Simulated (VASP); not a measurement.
# Al3Cl (P6/mmm) in VASP: a series of runs

Runs on Al3Cl. Level: PBE. Tasks: single point, relaxation of cell and atoms.

Program: VASP 6.6.1. These are calculated values, not measurements. Logs are shortened: lines on timing, memory, paths and dates and some standing lists are left out, and cuts for length are marked.

## (1) The cell of the first run

It takes space group P6/mmm (No. 191, hexagonal). Conventional cell: a = 5.710 Å, b = 5.710 Å, c = 2.963 Å, α = 90.00°, β = 90.00°, γ = 120.00°. Within 3.8 Å of Al (site symmetry mmm) lie 6 Al at 2.86 to 2.96 Å and 4 Cl at 3.22 Å. Within 3.9 Å of Cl (site symmetry 6/mmm) lie 2 Cl at 2.96 Å and 12 Al at 3.22 Å.

The cell was built from a structure type or drawn by symmetry, and may not be a known phase.

## (2) Single point, PBE

The input, INCAR:

```
SYSTEM = Al3Cl
PREC     = Accurate       ! precision mode
ENCUT    = 520            ! plane-wave cutoff, eV
EDIFF    = 1E-6           ! SCF threshold, eV
ISMEAR   = 0              ! smearing method
SIGMA    = 0.1            ! smearing width, eV
LREAL    = .FALSE.        ! projectors in reciprocal space
LASPH    = .TRUE.         ! aspherical terms in the spheres
NELM     = 80             ! most SCF steps
ALGO     = Normal         ! electronic algorithm
ISIF     = 2              ! what is computed and relaxed
LWAVE    = .FALSE.        ! write WAVECAR
LCHARG   = .FALSE.        ! write CHGCAR
GGA      = PE             ! functional
NBANDS   = 16             ! bands
```

The input, KPOINTS:

```
regular mesh
0
G
  12 12 16
  0 0 0
```

The input, POSCAR:

```
Al3Cl
1.0
    5.7102779496      0.0000000000      0.0000000000
   -2.8551389748      4.9452457670      0.0000000000
    0.0000000000      0.0000000000      2.9631298595
Al Cl
3 1
Direct
    0.5000000000      0.0000000000      0.5000000000
    0.0000000000      0.5000000000      0.5000000000
    0.5000000000      0.5000000000      0.5000000000
    0.0000000000      0.0000000000      0.0000000000
```

Potentials or basis: VASP PAW PBE potentials, release 64 (Al, Cl).

Run with:

```console
$ cat potpaw_PBE.64/Al/POTCAR potpaw_PBE.64/Cl/POTCAR > POTCAR
$ mpirun -np 1 vasp_std > vasp.out
```

OUTCAR:

```text
SYSTEM = Al3Cl
   PREC = Accurate
   ENCUT = 520
   EDIFF = 1E-6
   ISMEAR = 0
   LREAL = .FALSE.
   LASPH = .TRUE.
   NELM = 80
   ISIF = 2
   GGA = PE

 ion  position               nearest neighbor table
   1  0.500  0.000  0.500-   2 2.86   3 2.86   3 2.86   2 2.86
   2  0.000  0.500  0.500-   1 2.86   1 2.86   3 2.86   3 2.86
   3  0.500  0.500  0.500-   1 2.86   1 2.86   2 2.86   2 2.86
   4  0.000  0.000  0.000-

  LATTYP: Found a hexagonal cell.
 ALAT       =     5.7102779496
 C/A-ratio  =     0.5189116687

  Lattice vectors:

 A1 = (   5.7102779496,   0.0000000000,   0.0000000000)
 A2 = (  -2.8551389748,   4.9452457670,   0.0000000000)
 A3 = (   0.0000000000,   0.0000000000,   2.9631298595)

Analysis of symmetry for initial positions (statically):
=====================================================================
 Subroutine PRICEL returns:
 Original cell was already a primitive cell.

 Routine SETGRP: Setting up the symmetry group for a
 hexagonal supercell.

 Subroutine GETGRP returns: Found 24 space group operations
 (whereof 24 operations were pure point group operations)
 out of a pool of 24 trial point group operations.

The static configuration has the point symmetry D_6h.

Analysis of symmetry for dynamics (positions and initial velocities):
=====================================================================
 Subroutine PRICEL returns:
 Original cell was already a primitive cell.

 Routine SETGRP: Setting up the symmetry group for a
 hexagonal supercell.

 Subroutine GETGRP returns: Found 24 space group operations
 (whereof 24 operations were pure point group operations)
 out of a pool of 24 trial point group operations.

The dynamic configuration has the point symmetry D_6h.

 Subroutine INISYM returns: Found 24 space group operations
 (whereof 24 operations are pure point group operations),
 and found     1 'primitive' translations

----------------------------------------------------------------------------------------

                                     Primitive cell

  volume of cell :      83.6750

  direct lattice vectors                    reciprocal lattice vectors
     5.710277950  0.000000000  0.000000000     0.175122824  0.101107210  0.000000000
    -2.855138975  4.945245767  0.000000000     0.000000000  0.202214419  0.000000000
     0.000000000  0.000000000  2.963129859     0.000000000  0.000000000  0.337480991

[... 82 lines left out ...]
   LNONCOLLINEAR =      F non collinear calculations
   LSORBIT =      F    spin-orbit coupling
   LASPH  =      T    aspherical Exc in radial PAW
   ENCUT  =  520.0 eV  38.22 Ry    6.18 a.u.  10.62 10.62  5.51*2*pi/ulx,y,z
   NELM   =     80;   NELMIN=  2; NELMDL= -5     # of ELM steps
   EDIFF  = 0.1E-05   stopping-criterion for ELM
   LREAL  =      F    real-space projection
   EDIFFG = 0.1E-04   stopping-criterion for IOM
   NSW    =      0    number of steps for IOM
   IBRION =     -1    ionic relax: 0-MD 1-quasi-New 2-CG
   NFREE  =      0    steps in history (QN), initial steepest desc. (CG)
   ISIF   =      2    stress and relaxation
   ISYM   =      2    0-nonsym 1-usesym 2-fastsym
   POTIM  = 0.5000    time-step for ionic-motion
   TEBEG  =    0.0;   TEEND  =   0.0 temperature during run
   PSTRESS=    0.0 pullay stress
   NELECT =      16.0000    total number of electrons
   NUPDOWN=      -1.0000    fix difference up-down
   EMIN   =  10.00;   EMAX   =-10.00  energy-range for DOS
   EFERMI =   0.00;   METHOD = LEGACY
   ISMEAR =     0;   SIGMA  =   0.10  broadening in eV -4-tet -1-fermi 0-gaus
   EFERMI_NEDOS =   21; number of points for ismear=-14 and -15
   IALGO  =     38    algorithm
   IMIX   =      4    mixing-type and parameters
     AMIX     =   0.40;   BMIX     =  1.00
     AMIX_MAG =   1.60;   BMIX_MAG =  1.00
  volume/ion in A,a.u.               =      20.92       141.17
  Fermi-wavevector in a.u.,A,eV,Ry     =   0.943155  1.782304 12.102935  0.889541
  Thomas-Fermi vector in A             =   2.070834
   LORBIT       =      0    0 simple, 1 ext, 2 COOP (PROOUT), +10 PAW based schemes
   GGA     = PE    functional components
   LHFCALC =     F    Hartree Fock is set to
   AEXX    =    0.0000 exact exchange contribution
   IVDW    =     0    specifies the selected vdW correction
   LEPSILON=     F    determine dielectric tensor
   LRPA    =     F    only Hartree local field effects (RPA)
 non-spin polarized calculation
 Gauss-broadening in eV      SIGMA  =   0.10
  energy-cutoff  :      520.00
  volume of cell :       83.68
 maximum number of plane-waves:      2280
   NGX = 21   NGY = 21   NGZ = 11

 number of electron      15.9999999 magnetization

 Free energy of the ion-electron system (eV)
  ---------------------------------------------------
  ext. energy  EPLUGINS =         0.00000000
  ---------------------------------------------------
  free energy    TOTEN  =       -12.11994840 eV

  energy without entropy =      -12.11318411  energy(sigma->0) =      -12.11656626

 E-fermi :   5.3648     XC(G=0):  -9.3895

 val. band max:        5.3433785397   @ k =   0.3333   0.2500   0.3750
 cond. band min:       5.3718541214   @ k =   0.2500   0.0000   0.4375
 fundamental gap:      0.0284755817
 Fermi energy:         5.3647691837

 k-point     1 :       0.0000    0.0000    0.0000
  band No.  band energies     occupation
      1     -10.6922      2.00000
      2      -2.6936      2.00000
      3      -0.0893      2.00000
      4      -0.0893      2.00000
      5       1.7525      2.00000
      6       1.8324      2.00000
[... 433 lines left out ...]
      3      -0.7223      2.00000
      4      -0.5309      2.00000
      5       1.5572      2.00000
      6       3.1602      2.00000
[... 8 lines left out ...]
     15      13.6047      0.00000
     16      14.1157      0.00000

 [... further k-points ...]
[... 5 lines left out ...]
  --------------------------------------------------------------------------------------
  -------------------------------------------------------------------------------------
  Total       -0.0015810     -0.0015810     -0.0183958      0.0000000      0.0000000     -0.0000000
  in kB       -0.0302733     -0.0302733     -0.3522360      0.0000000      0.0000000     -0.0000000
  external PRESSURE =      -0.1375942 kB  Pullay stress =       0.0000000 kB

 VOLUME and BASIS-vectors are now :
 -----------------------------------------------------------------------------
  energy-cutoff  :      520.00
  volume of cell :       83.68
      direct lattice vectors                 reciprocal lattice vectors
     5.710277950  0.000000000  0.000000000     0.175122824  0.101107210  0.000000000
    -2.855138975  4.945245767  0.000000000     0.000000000  0.202214419  0.000000000
     0.000000000  0.000000000  2.963129859     0.000000000  0.000000000  0.337480991

 POSITION                                       TOTAL-FORCE (eV/Angst)
 -----------------------------------------------------------------------------------
      2.85514      0.00000      1.48156        -0.000000      0.000000      0.000000
     -1.42757      2.47262      1.48156         0.000000      0.000000      0.000000
      1.42757      2.47262      1.48156        -0.000000      0.000000      0.000000
      0.00000      0.00000      0.00000         0.000000      0.000000      0.000000
 -----------------------------------------------------------------------------------
    total drift:                                0.000000      0.000000      0.000000

  FREE ENERGIE OF THE ION-ELECTRON SYSTEM (eV)
  ---------------------------------------------------
  free  energy   TOTEN  =       -12.1199484019 eV

  energy  without entropy=      -12.1131841148  energy(sigma->0) =      -12.11656626
```

stdout:

```text
POSCAR found type information on POSCAR AlCl
 POSCAR found :  2 types and       4 ions
 scaLAPACK will be used
 LDA part: xc-table for (Slater+PW92), standard interpolation
 POSCAR, INCAR and KPOINTS ok, starting setup
 FFT: planning ... GRIDC
 FFT: planning ... GRID_SOFT
 FFT: planning ... GRID
 WAVECAR not read
 entering main loop
```

It took 4 min on 1 thread of Intel Xeon 8259CL, shared host; peak memory 0.33 GiB.

What came out:

* Free energy: -12.1199 eV
* Pressure: 0.0 GPa
* Band gap on the k mesh: zero (bands 8 and 9 overlap by 2.44 eV)

## (3) Relaxation of cell and atoms, PBE

This run uses another cell than the first one, of 21.00 Å³/atom.

The input, INCAR:

```
ALGO     = Normal         # electronic algorithm
EDIFF    = 1E-6           # SCF threshold, eV
EDIFFG   = -0.01          # ionic threshold
ENCUT    = 600            # plane-wave cutoff, eV
GGA      = PE             # functional
IBRION   = 2              # ionic algorithm
ISIF     = 3              # what is computed and relaxed
ISMEAR   = 0              # smearing method
LASPH    = T              # aspherical terms in the spheres
LCHARG   = F              # write CHGCAR
LREAL    = F              # projectors in reciprocal space
LWAVE    = F              # write WAVECAR
NELM     = 100            # most SCF steps
NSW      = 100            # ionic steps
PREC     = Accurate       # precision mode
SIGMA    = 0.1            # smearing width, eV
```

The input, KPOINTS:

```
k-points
0
Gamma
  12 12 16
```

The input, POSCAR:

```
Al3Cl
1.0
    5.7040704746      0.0000000000      0.0000000000
   -2.8520352373      4.9398699360      0.0000000000
    0.0000000000      0.0000000000      2.9816599736
Al Cl
3 1
Direct
    0.5000000000      0.0000000000      0.5000000000
    0.0000000000      0.5000000000      0.5000000000
    0.5000000000      0.5000000000      0.5000000000
    0.0000000000      0.0000000000      0.0000000000
```

Potentials or basis: VASP PAW PBE potentials, release 64 (Al, Cl).

Run with:

```console
$ cat potpaw_PBE.64/Al/POTCAR potpaw_PBE.64/Cl/POTCAR > POTCAR
$ mpirun -np 1 vasp_std > vasp.out
```

Run time: 6.7 min. Hardware: 1 thread of Intel Xeon 8259CL, shared host; peak memory 0.37 GiB.

The run converged. Its results:

* Free energy: -12.1201 eV
* Relaxed volume: 20.91 Å³/atom
* Relaxed cell: a = 5.709 Å, b = 5.709 Å, c = 2.963 Å, α = 90.00°, β = 90.00°, γ = 120.00°
* Space group after relaxing (to 0.1 Å): P6/mmm (No. 191)
* Energy gained by relaxing: 0.3 meV/atom
* Ionic steps: 3
* Pressure after relaxing: 0.0 GPa
* Band gap on the k mesh: zero (bands 8 and 9 overlap by 2.44 eV)

Step by step:
| step | energy change (eV) | largest force (eV/Å) | pressure (GPa) | volume (Å³) |
| --- | --- | --- | --- | --- |
| 1 | 0.0000 | 0.0000 | -0.15 | 84.02 |
| 2 | -0.0009 | 0.0000 | -0.05 | 83.78 |
| 3 | -0.0011 | 0.0000 | 0.02 | 83.63 |

Final structure:
```
Al Cl
1.0
     5.70886    0.00000    0.00000
    -2.85443    4.94402    0.00000
     0.00000    0.00000    2.96305
Al Cl
3 1
Direct
  0.50000 0.00000 0.50000
  0.00000 0.50000 0.50000
  0.50000 0.50000 0.50000
  0.00000 0.00000 0.00000
```

Levels at points of the mesh, in eV from the Fermi level:
```tsv
k point	band 5	band 6	band 7	band 8	band 9	band 10	band 11	band 12
(0.00, 0.00, 0.00)	-3.61	-3.53	-3.53	-1.33	1.83	1.83	5.51	6.71
(0.50, 0.00, 0.00)	-3.18	-1.74	-1.58	-1.31	1.15	2.23	2.92	3.94
(0.00, 0.00, 0.50)	-3.60	-3.10	-1.09	0.49	0.49	0.54	0.54	0.57
(0.50, 0.00, 0.50)	-3.93	-2.87	-1.54	-0.87	-0.71	1.31	1.67	4.07
```
